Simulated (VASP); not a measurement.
Wanted: the native input for a VASP 6.6.1 run.

* Task: relaxation of cell and atoms
* Functional: PBEsol
* Potentials or basis: VASP PAW PBE potentials, release 64 (K_sv, F)
* Cutoff: 600 eV
* k mesh: 9 × 9 × 9
* Occupations: fermi-dirac, width 0.05 eV
* Spin: no spin polarisation
* Target pressure: 20 GPa
* Dipole correction: no
* Further INCAR settings: ALGO = Normal; EDIFF = 1e-07; IBRION = 2; EDIFFG = -0.005; NSW = 80; ISIF = 3

The structure of KF (Carobbiite) lies in POSCAR:

```
KF
1.0
    0.0000000000      2.6718500000      2.6718500000
    2.6718500000      0.0000000000      2.6718500000
    2.6718500000      2.6718500000      0.0000000000
K F
1 1
Direct
    0.0000000000      0.0000000000      0.0000000000
    0.5000000000      0.5000000000      0.5000000000
```

These files were run (other wordings do the same):

INCAR

```
  ALGO = Normal
  EDIFF = 1E-7
  EDIFFG = -0.005
  ENCUT = 600
  GGA = PS
  IBRION = 2
  ISIF = 3
  ISMEAR = -1
  LASPH = True
  LCHARG = False
  LREAL = False
  LWAVE = False
  NELM = 100
  NSW = 80
  PREC = Accurate
  PSTRESS = 200.0
  SIGMA = 0.05
```

KPOINTS

```
k-points
0
Gamma
  9 9 9
```

Potentials or basis: VASP PAW PBE potentials, release 64 (K_sv, F).

Command:

```console
$ cat potpaw_PBE.64/K_sv/POTCAR potpaw_PBE.64/F/POTCAR > POTCAR
$ mpirun -np 1 vasp_std > vasp.out
```

Results of the run:

```yaml
Relaxed_volume: 14.03 Å³/atom
Relaxed_cell: a = 3.411 Å, b = 3.411 Å, c = 3.411 Å, α = 60.00°, β = 60.00°, γ = 60.00°
Space_group_after_relaxing_to_0.05_Å: Fm-3m (No. 225)
Energy_change_on_relaxing_the_enthalpy_is_what_falls: +216.8 meV/atom
Ionic_steps: 3
Pressure_after_relaxing: 20.0 GPa
Band_gap_on_the_k_mesh: 7.75 eV, indirect (least direct gap 7.88 eV)
```

Caveat: the cell is relaxed towards a set pressure, so the enthalpy falls and the energy may rise; the volume moved by over 15 % at a fixed basis, so the end points are rough; the PAW data sets were made with another functional, which shifts forces and pressure a little.

Wall time 33 s on 1 thread of Intel(R) Xeon(R) 6975P-C (Granite Rapids), with other jobs on the host, peak memory 0.18 GiB.
